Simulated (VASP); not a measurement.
A run of VASP 6.6.1 is set up as follows.

File INCAR:

```
SYSTEM = AlP
  PREC = Accurate
  ENCUT = 500
  EDIFF = 1E-6
  ISMEAR = 0
  SIGMA = 0.02
  LREAL = .False.
  LASPH = .True.
  NELM = 120
  ALGO = Normal
  ISIF = 2
  LWAVE = .False.
  LCHARG = .False.
  GGA = PE
  NBANDS = 11
  GGA_COMPAT = .False.
```

Contents of KPOINTS:

```
regular mesh
0
Gamma
  8 8 8
  0 0 0
```

Contents of POSCAR:

```
AlP
1.0
    0.0000000000      2.7535005086      2.7535005086
    2.7535005086      0.0000000000      2.7535005086
    2.7535005086      2.7535005086      0.0000000000
Al P
1 1
Direct
    0.0000000000      0.0000000000      0.0000000000
    0.2500000000      0.2500000000      0.2500000000
```

Potentials or basis: VASP PAW PBE potentials, release 64 (Al, P).

The run is started by

```sh
$ cat potpaw_PBE.64/Al/POTCAR potpaw_PBE.64/P/POTCAR > POTCAR
$ mpirun -np 1 vasp_std > vasp.out
```

Problem. Estimate the band gap on the k mesh.

Solution. 1.63 eV, indirect (least direct gap 3.09 eV).

Problem. Estimate the pressure.

Solution. -0.1 GPa.

A k mesh can miss the band edges.
